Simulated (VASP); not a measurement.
# MgS (P1) in VASP: further runs

The runs below take MgS through single point, with r2SCAN.

All numbers are computed with VASP 6.6.1; they aren't measurements. Logs are shortened: lines on timing, memory, paths and dates and some standing lists are left out, and cuts for length are marked.

## 1. The cell of the first run

The typed cell holds 16 atoms: a = 6.526 Å, b = 6.526 Å, c = 6.526 Å, α = 90.00°, β = 90.00°, γ = 90.00°.

## 2. Single point, r2SCAN

POSCAR reads:

```
MgS
1.0
    6.5256348140      0.0000000000      0.0000000000
    0.0000000000      6.5256348140      0.0000000000
    0.0000000000      0.0000000000      6.5256348140
Mg S
8 8
Direct
    0.0049964488      0.0153741364     -0.0115245493
    0.0123390294     -0.0317512404      0.5135989211
   -0.0207596661      0.4984635354     -0.0172004722
    0.0179367990      0.5245914149      0.5073809820
    0.4910420352     -0.0224857817      0.0336411715
    0.5016241474      0.0293638865      0.5323299723
    0.4746260078      0.4766055853     -0.0146718293
    0.4985672801      0.4701452177      0.4655502624
    0.2497648193      0.2599610687      0.2678832098
    0.2604362715      0.2660573338      0.7373103364
    0.2595456302      0.7710017712      0.2400643071
    0.2084773419      0.7591587855      0.7306171945
    0.7703238295      0.2351161295      0.2309991354
    0.7456621675      0.2534223945      0.7524590542
    0.7412012989      0.7383903846      0.2533379582
    0.7794686870      0.7469843378      0.7804267547
```

INCAR.step1 reads:

```
SYSTEM = MgS
PREC = Accurate
ENCUT = 520
ISMEAR = -1
SIGMA = 0.112
LREAL = Auto
LASPH = .TRUE.
NELM = 100
NBANDS = 46
GGA = PE
ALGO = Normal
EDIFF = 1E-4
LWAVE = .TRUE.
LCHARG = .FALSE.
```

INCAR.step2 reads:

```
SYSTEM = MgS
PREC = Accurate
ENCUT = 520
EDIFF = 1E-6
ISMEAR = -1
SIGMA = 0.112
LREAL = Auto
LASPH = .TRUE.
NELM = 100
ALGO = Normal
ISIF = 2
LWAVE = .FALSE.
LCHARG = .FALSE.
METAGGA = R2SCAN
LMIXTAU = .TRUE.
NBANDS = 46
ISTART = 1
```

KPOINTS reads:

```
regular mesh
0
G
  2 2 2
  0 0 0
```

Potentials or basis: VASP PAW PBE potentials, release 64 (Mg, S).

The run is started by

```sh
cat potpaw_PBE.64/Mg/POTCAR potpaw_PBE.64/S/POTCAR > POTCAR
cp INCAR.step1 INCAR
mpirun -np 1 vasp_std > vasp.out
cp INCAR.step2 INCAR
mpirun -np 1 vasp_std > vasp.out
```

OUTCAR:

```text
SYSTEM = MgS
   PREC = Accurate
   ENCUT = 520
   EDIFF = 1E-6
   ISMEAR = -1
   LREAL = Auto
   LASPH = .TRUE.
   NELM = 100
   ISIF = 2
   METAGGA = R2SCAN
   ISTART = 1

 ion  position               nearest neighbor table
   1  0.005  0.015  0.988-  13 2.63  16 2.66  12 2.72  14 2.77  11 2.83  10 2.85   9 2.90  15 3.04
                             2 3.11   3 3.16   5 3.19   5 3.38   3 3.38   2 3.44
   2  0.012  0.968  0.514-  12 2.35  16 2.73  11 2.73  15 2.87   4 2.90  10 2.92   9 2.93  14 2.99
                            13 2.99   1 3.11   6 3.22   6 3.36   1 3.44   4 3.63
   3  0.979  0.498  0.983-  16 2.46  14 2.67  13 2.73  12 2.80  15 2.83  10 2.87   9 3.00  11 3.05
                             4 3.12   1 3.16   7 3.24   7 3.30   1 3.38   4 3.44
   4  0.018  0.525  0.507-  12 2.45  10 2.76  16 2.78   9 2.78  15 2.82  11 2.85   2 2.90  14 2.97
                            13 3.07   3 3.12   8 3.17   8 3.42   3 3.44   2 3.63
   5  0.491  0.978  0.034-  11 2.43  15 2.67  13 2.79   9 2.87  16 2.92  12 3.06  14 3.06  10 3.09
                             1 3.19   6 3.27   7 3.27   7 3.29   6 3.29   1 3.38
   6  0.502  0.029  0.532-  10 2.58  14 2.60   9 2.82  12 2.91   8 2.91  13 2.96  11 3.00  16 3.05
                            15 3.06   2 3.22   5 3.27   5 3.29   2 3.36
   7  0.475  0.477  0.985-  10 2.54   9 2.75  14 2.75  11 2.90  13 2.96  16 2.98  15 3.00  12 3.03
                             8 3.14   3 3.24   5 3.27   5 3.29   3 3.30   8 3.40
   8  0.499  0.470  0.466-   9 2.49  10 2.71  15 2.74  13 2.80  14 2.85  11 2.91   6 2.91   7 3.14
                             4 3.17  12 3.18   7 3.40   4 3.42
   9  0.250  0.260  0.268-   8 2.49   7 2.75   4 2.78   6 2.82   5 2.87   1 2.90   2 2.93   3 3.00

  10  0.260  0.266  0.737-   7 2.54   6 2.58   8 2.71   4 2.76   1 2.85   3 2.87   2 2.92   5 3.09

  11  0.260  0.771  0.240-   5 2.43   2 2.73   1 2.83   4 2.85   7 2.90   8 2.91   6 3.00   3 3.05
[... 5 lines left out ...]
  14  0.746  0.253  0.752-   6 2.60   3 2.67   7 2.75   1 2.77   8 2.85   4 2.97   2 2.99   5 3.06

  15  0.741  0.738  0.253-   5 2.67   8 2.74   4 2.82   3 2.83   2 2.87   7 3.00   1 3.04   6 3.06

  16  0.779  0.747  0.780-   3 2.46   1 2.66   2 2.73   4 2.78   5 2.92   7 2.98   6 3.05

  LATTYP: Found a simple cubic cell.
 ALAT       =     6.5256348140

  Lattice vectors:

 A1 = (   6.5256348140,   0.0000000000,   0.0000000000)
 A2 = (   0.0000000000,   6.5256348140,   0.0000000000)
 A3 = (   0.0000000000,   0.0000000000,   6.5256348140)

Analysis of symmetry for initial positions (statically):
=====================================================================
 Subroutine PRICEL returns:
 Original cell was already a primitive cell.

 Routine SETGRP: Setting up the symmetry group for a
 simple cubic supercell.

 Subroutine GETGRP returns: Found  1 space group operations
 (whereof  1 operations were pure point group operations)
 out of a pool of 48 trial point group operations.

The static configuration has the point symmetry C_1 .

Analysis of symmetry for dynamics (positions and initial velocities):
=====================================================================
 Subroutine PRICEL returns:
 Original cell was already a primitive cell.

 Routine SETGRP: Setting up the symmetry group for a
 simple cubic supercell.

 Subroutine GETGRP returns: Found  1 space group operations
 (whereof  1 operations were pure point group operations)
 out of a pool of 48 trial point group operations.

The dynamic configuration has the point symmetry C_1 .

 Subroutine INISYM returns: Found  1 space group operations
 (whereof  1 operations are pure point group operations),
 and found     1 'primitive' translations

----------------------------------------------------------------------------------------

                                     Primitive cell

  volume of cell :     277.8870

  direct lattice vectors                    reciprocal lattice vectors
     6.525634814  0.000000000  0.000000000     0.153241796  0.000000000  0.000000000
     0.000000000  6.525634814  0.000000000     0.000000000  0.153241796  0.000000000
     0.000000000  0.000000000  6.525634814     0.000000000  0.000000000  0.153241796

  length of vectors
     6.525634814  6.525634814  6.525634814     0.153241796  0.153241796  0.153241796

  position of ions in fractional coordinates (direct lattice)
     0.004996449  0.015374136  0.988475451
     0.012339029  0.968248760  0.513598921
     0.979240334  0.498463535  0.982799528
     0.017936799  0.524591415  0.507380982
     0.491042035  0.977514218  0.033641172
     0.501624147  0.029363887  0.532329972
[... 8 lines left out ...]
     0.741201299  0.738390385  0.253337958
     0.779468687  0.746984338  0.780426755

  ion indices of the primitive-cell ions
   primitive index   ion index
                 1           1
                 2           2
                 3           3
                 4           4
                 5           5
                 6           6
[... 8 lines left out ...]
                15          15
                16          16

----------------------------------------------------------------------------------------

 KPOINTS: regular mesh

Automatic generation of k-mesh.
 Grid dimensions read from file:
 generate k-points for:    2    2    2

 Generating k-lattice:

  Cartesian coordinates                     Fractional coordinates (reciprocal lattice)
     0.076620898  0.000000000  0.000000000     0.500000000  0.000000000  0.000000000
     0.000000000  0.076620898  0.000000000     0.000000000  0.500000000  0.000000000
     0.000000000  0.000000000  0.076620898     0.000000000  0.000000000  0.500000000

  Length of vectors
     0.076620898  0.076620898  0.076620898

  Shift w.r.t. Gamma in fractional coordinates (k-lattice)
     0.000000000  0.000000000  0.000000000

 Subroutine IBZKPT returns following result:
 ===========================================

 Found      8 irreducible k-points:

 Following reciprocal coordinates:
            Coordinates               Weight
  0.000000  0.000000  0.000000      1.000000
  0.500000  0.000000  0.000000      1.000000
  0.000000  0.500000  0.000000      1.000000
  0.000000  0.000000  0.500000      1.000000
  0.500000  0.500000  0.000000      1.000000
  0.000000  0.500000  0.500000      1.000000
  0.500000  0.000000  0.500000      1.000000
  0.500000  0.500000  0.500000      1.000000
   k-points           NKPTS =      8   k-points in BZ     NKDIM =      8   number of bands    NBANDS=     46
   number of dos      NEDOS =    301   number of ions     NIONS =     16
   total plane-waves  NPLWV = 125000
   dimension x,y,z NGX =    50 NGY =   50 NGZ =   50
   dimension x,y,z NGXF=   100 NGYF=  100 NGZF=  100
   ions per type =               8   8
   NGX,Y,Z   is equivalent  to a cutoff of  12.74, 12.74, 12.74 a.u.
   NGXF,Y,Z  is equivalent  to a cutoff of  25.48, 25.48, 25.48 a.u.
 SYSTEM =  MgS
   PREC   = accura    normal or accurate (medium, high low for compatibility)
   ISTART =      1    job   : 0-new  1-cont  2-samecut
   ICHARG =      0    charge: 1-file 2-atom 10-const
   ISPIN  =      1    spin polarized calculation?
   LNONCOLLINEAR =      F non collinear calculations
   LSORBIT =      F    spin-orbit coupling
   LASPH  =      T    aspherical Exc in radial PAW
   ENCUT  =  520.0 eV  38.22 Ry    6.18 a.u.  12.13 12.13 12.13*2*pi/ulx,y,z
   NELM   =    100;   NELMIN=  2; NELMDL=  0     # of ELM steps
   EDIFF  = 0.1E-05   stopping-criterion for ELM
   LREAL  =      T    real-space projection
   EDIFFG = 0.1E-04   stopping-criterion for IOM
   NSW    =      0    number of steps for IOM
   IBRION =     -1    ionic relax: 0-MD 1-quasi-New 2-CG
   NFREE  =      0    steps in history (QN), initial steepest desc. (CG)
   ISIF   =      2    stress and relaxation
   ISYM   =      2    0-nonsym 1-usesym 2-fastsym
   POTIM  = 0.5000    time-step for ionic-motion
   TEBEG  =    0.0;   TEEND  =   0.0 temperature during run
   PSTRESS=    0.0 pullay stress
   NELECT =      64.0000    total number of electrons
   NUPDOWN=      -1.0000    fix difference up-down
   EMIN   =  10.00;   EMAX   =-10.00  energy-range for DOS
   EFERMI =   0.00;   METHOD = LEGACY
   ISMEAR =    -1;   SIGMA  =   0.11  broadening in eV -4-tet -1-fermi 0-gaus
   EFERMI_NEDOS =   21; number of points for ismear=-14 and -15
   IALGO  =     38    algorithm
   IMIX   =      4    mixing-type and parameters
     AMIX     =   0.40;   BMIX     =  1.00
     AMIX_MAG =   1.60;   BMIX_MAG =  1.00
  volume/ion in A,a.u.               =      17.37       117.20
  Fermi-wavevector in a.u.,A,eV,Ry     =   1.003488  1.896317 13.700898  1.006988
  Thomas-Fermi vector in A             =   2.136043
   LORBIT       =      0    0 simple, 1 ext, 2 COOP (PROOUT), +10 PAW based schemes
   METAGGA = R2SCAN    functional components
   LHFCALC =     F    Hartree Fock is set to
   AEXX    =    0.0000 exact exchange contribution
   IVDW    =     0    specifies the selected vdW correction
   LEPSILON=     F    determine dielectric tensor
   LRPA    =     F    only Hartree local field effects (RPA)
 non-spin polarized calculation
  energy-cutoff  :      520.00
  volume of cell :      277.89
 maximum number of plane-waves:      7568
 NGX is ok and might be reduce to    50
   NGX = 25   NGY = 25   NGZ = 25

 number of electron      64.0000006 magnetization

 Free energy of the ion-electron system (eV)
  ---------------------------------------------------
  ext. energy  EPLUGINS =         0.00000000
  ---------------------------------------------------
  free energy    TOTEN  =      -111.74527991 eV

  energy without entropy =     -111.69599157  energy(sigma->0) =     -111.72063574

 E-fermi :   5.6368     XC(G=0): -10.2183

 val. band max:        5.4067823886   @ k =   0.0000   0.0000   0.0000
 cond. band min:       5.8617447766   @ k =   0.0000   0.0000   0.0000
 fundamental gap:      0.4549623879
 Fermi energy:         5.6368437481

 k-point     1 :       0.0000    0.0000    0.0000
  band No.  band energies     occupation
      1      -9.4838      2.00000
      2      -8.3728      2.00000
      3      -8.1854      2.00000
      4      -8.1249      2.00000
      5      -7.2467      2.00000
      6      -7.1213      2.00000
[... 365 lines left out ...]
     43      10.6468      0.00000
     44      10.7646      0.00000
 [bands above 44 left out]

------------------------ aborting loop because EDIFF is reached ----------------------------------------

  FORCE on cell =-STRESS in cart. coord.  units (eV):
  Direction    XX          YY          ZZ          XY          YZ          ZX
  --------------------------------------------------------------------------------------
  -------------------------------------------------------------------------------------
  Total        5.0085533      2.2630946      5.0381412      0.1983107     -0.5123170      1.1663664
  in kB       28.8771669     13.0480314     29.0477582      1.1433741     -2.9538000      6.7247677
  external PRESSURE =      23.6576522 kB  Pullay stress =       0.0000000 kB

 VOLUME and BASIS-vectors are now :
 -----------------------------------------------------------------------------
  energy-cutoff  :      520.00
  volume of cell :      277.89
      direct lattice vectors                 reciprocal lattice vectors
     6.525634814  0.000000000  0.000000000     0.153241796  0.000000000  0.000000000
     0.000000000  6.525634814  0.000000000     0.000000000  0.153241796  0.000000000
     0.000000000  0.000000000  6.525634814     0.000000000  0.000000000  0.153241796

 POSITION                                       TOTAL-FORCE (eV/Angst)
 -----------------------------------------------------------------------------------
      0.03261      0.10033      6.45043        -0.341883     -0.381523      0.285013
      0.08052      6.31844      3.35156        -0.861118      0.993134     -1.015788
      6.39016      3.25279      6.41339        -0.222341      0.132645      0.593070
      0.11705      3.42329      3.31098        -0.606883     -0.783935     -0.571506
      3.20436      6.37890      0.21953         0.915863      0.189268      0.074926
      3.27342      0.19162      3.47379         0.156695     -0.770646     -0.221774
[... 8 lines left out ...]
      4.83681      4.81847      1.65319        -0.341151     -1.075572      1.853275
      5.08653      4.87455      5.09278        -1.575409      0.545997      0.404053
 -----------------------------------------------------------------------------------
    total drift:                                0.004951     -0.006433     -0.001751

  FREE ENERGIE OF THE ION-ELECTRON SYSTEM (eV)
  ---------------------------------------------------
  free  energy   TOTEN  =      -111.7452799053 eV

  energy  without entropy=     -111.6959915724  energy(sigma->0) =     -111.72063574
```

Wall time 7.4 min (1 thread of Intel Xeon Platinum 8259CL at 2.50GHz (Skylake/Cascade Lake), shared host); peak memory 0.39 GiB.

Results:

```
Free energy            : -111.7453 eV
Pressure               : 2.4 GPa
Largest force          : 2.170 eV/Å
Band gap on the k mesh : 0.45 eV, direct
```

Forces in eV/Å, atoms in the order of the input:
```
Mg  -0.342 -0.382  0.285
Mg  -0.861  0.993 -1.016
Mg  -0.222  0.133  0.593
Mg  -0.607 -0.784 -0.572
Mg   0.916  0.189  0.075
Mg   0.157 -0.771 -0.222
Mg   0.474  0.075  0.088
Mg   0.636  0.773 -0.017
S    0.442  0.624  0.124
S   -0.036  0.089  1.167
S   -0.372  0.187 -1.075
S    1.988  0.118 -0.027
S    0.224 -0.713 -0.516
S   -0.479 -0.002 -1.145
S   -0.341 -1.076  1.853
S   -1.575  0.546  0.404
```

Levels at points of the mesh, in eV from the valence-band top:
```
           k point  band 29  band 30  band 31  band 32  band 33  band 34  band 35  band 36
(0.00, 0.00, 0.00)    -0.61    -0.45    -0.11     0.00     0.45     0.51     0.78     1.48
(0.50, 0.00, 0.00)    -0.79    -0.68    -0.47    -0.27     0.66     1.20     2.49     2.55
(0.00, 0.50, 0.00)    -0.67    -0.33    -0.30    -0.23     0.85     1.47     2.24     2.51
(0.00, 0.00, 0.50)    -0.60    -0.56    -0.36    -0.31     1.03     1.19     2.43     2.52
(0.50, 0.50, 0.00)    -1.15    -1.04    -0.68    -0.56     2.52     2.57     2.82     3.06
(0.00, 0.50, 0.50)    -1.03    -0.88    -0.69    -0.57     2.35     2.63     2.81     2.92
(0.50, 0.00, 0.50)    -1.47    -0.92    -0.88    -0.54     2.46     2.82     2.93     3.27
(0.50, 0.50, 0.50)    -2.92    -2.85    -2.67    -2.27     3.71     3.77     4.07     4.17
```

Caveat: the k points lie up to 0.48 Å⁻¹ apart; the PAW data sets were made with another functional, which shifts forces and pressure a little. A k mesh can miss the band edges.

## 3. Single point, r2SCAN

POSCAR reads:

```
MgS
1.0
    6.5256348140      0.0000000000      0.0000000000
    0.0000000000      6.5256348140      0.0000000000
    0.0000000000      0.0000000000      6.5256348140
Mg S
8 8
Direct
    0.0047921774      0.0193766589     -0.0145383557
    0.0123077681     -0.0391014832      0.5131113057
   -0.0312579551      0.4989151390     -0.0207273321
    0.0217244765      0.5300417658      0.5069227890
    0.4931248977     -0.0309464145      0.0487063725
    0.5034025185      0.0368407070      0.5446739055
    0.4668897489      0.4669980909     -0.0204268249
    0.5020542971      0.4624411396      0.4506238985
    0.2519197054      0.2675571113      0.2762891353
    0.2652238517      0.2733203820      0.7378048477
    0.2622836013      0.7811419341      0.2301869539
    0.1998371097      0.7637629353      0.7216128598
    0.7801323772      0.2250720492      0.2201816438
    0.7411845955      0.2548470834      0.7476213639
    0.7354056941      0.7279514002      0.2642591946
    0.7844530296      0.7483722487      0.7957170678
```

INCAR.step1 reads:

```
SYSTEM = MgS
  PREC = Accurate
  ENCUT = 520
  ISMEAR = -1
  SIGMA = 0.112
  LREAL = Auto
  LASPH = .True.
  NELM = 60
  NBANDS = 46
  GGA = PE
  ALGO = Normal
  EDIFF = 1E-4
  LWAVE = .True.
  LCHARG = .False.
```

INCAR.step2 reads:

```
SYSTEM = MgS
  PREC = Accurate
  ENCUT = 520
  EDIFF = 1E-6
  ISMEAR = -1
  SIGMA = 0.112
  LREAL = Auto
  LASPH = .True.
  NELM = 60
  ALGO = Normal
  ISIF = 2
  LWAVE = .False.
  LCHARG = .False.
  METAGGA = R2SCAN
  LMIXTAU = .True.
  NBANDS = 46
  ISTART = 1
```

KPOINTS reads:

```
Automatic mesh
0
Gamma
  2 2 2
  0 0 0
```

Potentials or basis: VASP PAW PBE potentials, release 64 (Mg, S).

The run is started by

```sh
cat potpaw_PBE.64/Mg/POTCAR potpaw_PBE.64/S/POTCAR > POTCAR
cp INCAR.step1 INCAR
mpirun -np 1 vasp_std > vasp.out
cp INCAR.step2 INCAR
mpirun -np 1 vasp_std > vasp.out
```

Wall time 7.1 min (1 thread of Intel Xeon Platinum 8259CL at 2.50GHz (Skylake/Cascade Lake), shared host); peak memory 0.38 GiB.

Results (log left out):

- Free energy: -111.7355 eV
- Pressure: 4.5 GPa
- Largest force: 2.947 eV/Å
- Band gap on the k mesh: 0.80 eV, direct

Forces in eV/Å, atoms in the order of the input:
```
Mg  -0.102 -0.531  0.152
Mg  -1.359  1.598 -1.601
Mg   0.052 -0.162  0.843
Mg  -0.733 -1.142 -0.732
Mg   1.609  0.587 -0.449
Mg  -0.042 -1.132 -0.216
Mg   0.632  0.348  0.211
Mg   1.000  1.141  0.402
S    0.337  0.445 -0.181
S   -0.683 -0.017  1.387
S   -1.297 -0.281 -0.853
S    2.924 -0.006  0.366
S    0.046 -0.731 -0.337
S   -0.107  0.114 -1.421
S    0.013 -1.143  2.163
S   -2.289  0.913  0.267
```

Stress tensor (GPa, compression positive):
```
 4.60  0.63  1.27
 0.63  2.94 -0.61
 1.27 -0.61  6.05
```

Levels at points of the mesh, in eV from the valence-band top:
| k point | band 30 | band 31 | band 32 | band 33 | band 34 | band 35 |
| --- | --- | --- | --- | --- | --- | --- |
| (0.00, 0.00, 0.00) | -0.50 | -0.14 | 0.00 | 0.80 | 0.92 | 1.24 |
| (0.50, 0.00, 0.00) | -0.81 | -0.66 | -0.33 | 0.99 | 1.58 | 2.63 |
| (0.00, 0.50, 0.00) | -0.32 | -0.30 | -0.18 | 1.12 | 2.00 | 2.32 |
| (0.00, 0.00, 0.50) | -0.63 | -0.47 | -0.27 | 1.36 | 1.49 | 2.71 |
| (0.50, 0.50, 0.00) | -0.97 | -0.71 | -0.53 | 2.52 | 2.57 | 2.91 |
| (0.00, 0.50, 0.50) | -0.95 | -0.79 | -0.48 | 2.39 | 2.63 | 2.94 |
| (0.50, 0.00, 0.50) | -0.97 | -0.92 | -0.68 | 2.58 | 2.95 | 3.05 |
| (0.50, 0.50, 0.50) | -2.60 | -2.38 | -1.84 | 3.52 | 3.66 | 3.93 |

Caveat: the k points lie up to 0.48 Å⁻¹ apart; the PAW data sets were made with another functional, which shifts forces and pressure a little.

(Part 1 of 2 ends here.)
